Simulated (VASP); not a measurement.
# Ag (P6_3/mmc) in VASP: a series of runs

The runs below take Ag through electric field gradients, with PBE.

Program: VASP 6.6.1. These are calculated values, not measurements. Logs are shortened: lines on timing, memory, paths and dates and some standing lists are left out, and cuts for length are marked.

## (1) The cell of the first run

Symmetry: P6_3/mmc, No. 194, hexagonal system. The conventional cell has a = 2.930 Å, b = 2.930 Å, c = 4.790 Å, α = 90.00°, β = 90.00°, γ = 120.00°. Within 3.9 Å of Ag (site symmetry -6m2) lie 12 Ag at 2.93 Å.

This isn't the form of Ag at room conditions, which is fcc.

## (2) Electric field gradients, PBE

INCAR reads:

```
PREC = Accurate
ENCUT = 520
EDIFF = 1E-8
ISMEAR = -1
SIGMA = 0.03
LREAL = False
LASPH = True
NELM = 80
ALGO = Normal
ISIF = 2
LWAVE = False
LCHARG = False
GGA = PE
LEFG = True
NBANDS = 18
```

KPOINTS reads:

```
regular mesh
0
Gamma
  4 4 2
```

POSCAR reads:

```
Ag
1.0
    2.9299980804      0.0000000000      0.0000000000
   -1.4649990402      2.5374527707      0.0000000000
    0.0000000000      0.0000000000      4.7900000000
Ag
2
Direct
    0.3333333333      0.6666666667      0.2500000000
    0.6666666667      0.3333333333      0.7500000000
```

Potentials or basis: VASP PAW PBE potentials, release 64 (Ag).

The run is started by

```bash
$ cat potpaw_PBE.64/Ag/POTCAR > POTCAR
$ mpirun -np 1 vasp_std > vasp.out
```

OUTCAR:

```text
PREC = Accurate
   ENCUT = 520
   EDIFF = 1E-8
   ISMEAR = -1
   LREAL = False
   LASPH = True
   NELM = 80
   ISIF = 2
   GGA = PE

 ion  position               nearest neighbor table
   1  0.333  0.667  0.250-   2 2.93   2 2.93   2 2.93   2 2.93   2 2.93   2 2.93
   2  0.667  0.333  0.750-   1 2.93   1 2.93   1 2.93   1 2.93   1 2.93   1 2.93

  LATTYP: Found a hexagonal cell.
 ALAT       =     2.9299980804
 C/A-ratio  =     1.6348133577

  Lattice vectors:

 A1 = (   2.9299980804,   0.0000000000,   0.0000000000)
 A2 = (  -1.4649990402,   2.5374527707,   0.0000000000)
 A3 = (   0.0000000000,   0.0000000000,   4.7900000000)

Analysis of symmetry for initial positions (statically):
=====================================================================
 Subroutine PRICEL returns:
 Original cell was already a primitive cell.

 Routine SETGRP: Setting up the symmetry group for a
 hexagonal supercell.

 Subroutine GETGRP returns: Found 24 space group operations
 (whereof 12 operations were pure point group operations)
 out of a pool of 24 trial point group operations.

The static configuration has the point symmetry D_3d.
 The point group associated with its full space group is D_6h.

Analysis of symmetry for dynamics (positions and initial velocities):
=====================================================================
 Subroutine PRICEL returns:
 Original cell was already a primitive cell.

 Routine SETGRP: Setting up the symmetry group for a
 hexagonal supercell.

 Subroutine GETGRP returns: Found 24 space group operations
 (whereof 12 operations were pure point group operations)
 out of a pool of 24 trial point group operations.

The dynamic configuration has the point symmetry D_3d.
 The point group associated with its full space group is D_6h.

 Subroutine INISYM returns: Found 24 space group operations
 (whereof 12 operations are pure point group operations),
 and found     1 'primitive' translations

----------------------------------------------------------------------------------------

                                     Primitive cell

  volume of cell :      35.6124

  direct lattice vectors                    reciprocal lattice vectors
[... 107 lines left out ...]

 number of electron      22.0000005 magnetization

 Free energy of the ion-electron system (eV)
  ---------------------------------------------------
  ext. energy  EPLUGINS =         0.00000000
  ---------------------------------------------------
  free energy    TOTEN  =        -5.30193815 eV

  energy without entropy =       -5.29642660  energy(sigma->0) =       -5.29918238

 E-fermi :   8.6054     XC(G=0): -11.9535

 val. band max:        7.9618176987   @ k =   0.5000   0.0000   0.0000
 cond. band min:       8.6554197924   @ k =   0.5000   0.0000   0.5000
 fundamental gap:      0.6936020937
 Fermi energy:         8.6053563087

 k-point     1 :       0.0000    0.0000    0.0000
  band No.  band energies     occupation
      1       0.3851      2.00000
      2       1.7113      2.00000
      3       3.1862      2.00000
      4       3.2701      2.00000
      5       3.2701      2.00000
      6       3.4891      2.00000
[... 145 lines left out ...]
      5       3.4073      2.00000
      6       3.4073      2.00000
[... 10 lines left out ...]
     17      22.1225      0.00000
     18      22.1225      0.00000

------------------------ aborting loop because EDIFF is reached ----------------------------------------

  FORCE on cell =-STRESS in cart. coord.  units (eV):
  Direction    XX          YY          ZZ          XY          YZ          ZX
  --------------------------------------------------------------------------------------
  -------------------------------------------------------------------------------------
  Total        0.3989472      0.3989472     -0.4591800      0.0000000      0.0000000      0.0000000
  in kB       17.9483778     17.9483778    -20.6582118      0.0000000      0.0000000      0.0000000
  external PRESSURE =       5.0795146 kB  Pullay stress =       0.0000000 kB

 VOLUME and BASIS-vectors are now :
 -----------------------------------------------------------------------------
  energy-cutoff  :      520.00
  volume of cell :       35.61
      direct lattice vectors                 reciprocal lattice vectors
     2.929998080  0.000000000  0.000000000     0.341297152  0.197048003  0.000000000
    -1.464999040  2.537452771  0.000000000     0.000000000  0.394096005  0.000000000
     0.000000000  0.000000000  4.790000000     0.000000000  0.000000000  0.208768267

 POSITION                                       TOTAL-FORCE (eV/Angst)
 -----------------------------------------------------------------------------------
     -0.00000      1.69164      1.19750        -0.000000      0.000000      0.000000
      1.46500      0.84582      3.59250         0.000000     -0.000000      0.000000
 -----------------------------------------------------------------------------------
    total drift:                               -0.000000      0.000000     -0.000000

  FREE ENERGIE OF THE ION-ELECTRON SYSTEM (eV)
  ---------------------------------------------------
  free  energy   TOTEN  =        -5.3019381540 eV

  energy  without entropy=       -5.2964265991  energy(sigma->0) =       -5.29918238

 Electric field gradients (V/A^2)
---------------------------------------------------------------------
 ion       V_xx      V_yy      V_zz      V_xy      V_xz      V_yz
---------------------------------------------------------------------
   1      -3.979    -3.980     7.959    -0.001     0.000    -0.000
   2      -3.979    -3.980     7.959    -0.001    -0.000     0.000
---------------------------------------------------------------------

 Electric field gradients after diagonalization (V/A^2)
 (convention: |V_zz| > |V_xx| > |V_yy|)
----------------------------------------------------------------------
 ion       V_xx      V_yy      V_zz     asymmetry (V_yy - V_xx)/ V_zz
----------------------------------------------------------------------
   1      -3.981    -3.979     7.959       0.000
   2      -3.981    -3.979     7.959       0.000
----------------------------------------------------------------------

           NMR quadrupolar parameters

 Cq : quadrupolar parameter    Cq=e*Q*V_zz/h
 eta: asymmetry parameters     (V_yy - V_xx)/ V_zz
 Q  : nuclear electric quadrupole moment in mb (millibarn)
----------------------------------------------------------------------
 ion       Cq(MHz)       eta       Q (mb)
----------------------------------------------------------------------
   1       0.019       0.000       1.000
   2       0.019       0.000       1.000
----------------------------------------------------------------------
```

OSZICAR:

```text
N       E                     dE             d eps       ncg     rms          rms(c)
DAV:   1     0.123527243374E+03    0.12353E+03   -0.11927E+04   288   0.122E+03
DAV:   2    -0.383667227374E+01   -0.12736E+03   -0.12088E+03   298   0.264E+02
DAV:   3    -0.576314948183E+01   -0.19265E+01   -0.19220E+01   338   0.364E+01
DAV:   4    -0.576856765244E+01   -0.54182E-02   -0.54176E-02   326   0.194E+00
DAV:   5    -0.576861463076E+01   -0.46978E-04   -0.46977E-04   312   0.190E-01    0.669E+00
DAV:   6    -0.532081016494E+01    0.44780E+00   -0.11065E+00   300   0.112E+01    0.438E+00
DAV:   7    -0.530657727869E+01    0.14233E-01   -0.16222E-02   302   0.123E+00    0.247E+00
DAV:   8    -0.530191609935E+01    0.46612E-02   -0.12976E-03   306   0.290E-01    0.128E-01
DAV:   9    -0.530192360546E+01   -0.75061E-05   -0.16821E-05   358   0.316E-02    0.285E-02
DAV:  10    -0.530193891541E+01   -0.15310E-04   -0.97970E-06   308   0.293E-02    0.578E-03
DAV:  11    -0.530193826989E+01    0.64552E-06   -0.98222E-08   326   0.251E-03    0.771E-04
DAV:  12    -0.530193814944E+01    0.12045E-06   -0.90051E-09   246   0.772E-04    0.198E-04
DAV:  13    -0.530193815399E+01   -0.45543E-08   -0.32452E-10   152   0.164E-04
   1 F= -.53019382E+01 E0= -.52991824E+01  d E =-.551155E-02
```

stdout:

```text
POSCAR found type information on POSCAR Ag
 POSCAR found :  1 types and       2 ions
 scaLAPACK will be used
 LDA part: xc-table for (Slater+PW92), standard interpolation
 POSCAR, INCAR and KPOINTS ok, starting setup
 FFT: planning ... GRIDC
 FFT: planning ... GRID_SOFT
 FFT: planning ... GRID
 WAVECAR not read
 entering main loop
ion   1

ion   2
```

It took 10 s on 1 thread of Intel Xeon 8259CL, shared host; peak memory 0.15 GiB.

Results:

```
Free energy                             : -5.3019 eV
Pressure                                : 0.5 GPa
Band gap on the k mesh                  : zero (bands 11 and 12 overlap by 4.30 eV)
Largest electric field gradient by atom : Ag +8.0 V/Å²
```

Stress tensor (GPa, compression positive):
```
 1.79  0.00  0.00
 0.00  1.79  0.00
 0.00  0.00 -2.07
```

Levels at points of the mesh, in eV from the Fermi level:
```csv
k point,band 7,band 8,band 9,band 10,band 11,band 12,band 13,band 14,band 15,band 16
"(0.00, 0.00, 0.00)",-5.12,-4.78,-4.78,-3.84,-3.84,-1.05,2.59,14.77,16.62,16.91
"(0.50, 0.00, 0.00)",-4.47,-3.73,-3.67,-3.60,-0.64,0.69,5.93,6.20,8.25,9.35
"(0.00, 0.00, 0.50)",-5.15,-5.15,-4.14,-4.14,-4.14,-4.14,10.04,10.04,15.12,15.12
"(0.50, 0.00, 0.50)",-3.88,-3.88,-3.65,-3.65,0.05,0.05,3.58,3.58,12.52,12.52
```

Electric field gradients, principal values (V/Å²):
```tsv
atom	least	middle	greatest (by size)
1 Ag	-3.979	-3.981	7.959
2 Ag	-3.979	-3.981	7.959
```

Caveat: the k points lie up to 0.66 Å⁻¹ apart, too coarse for converged energies and pressures of a metal; without QUAD_EFG the Cq values of the log hold for a quadrupole moment of 1 mb, not for the nuclei.

(Part 1 of 2 ends here.)
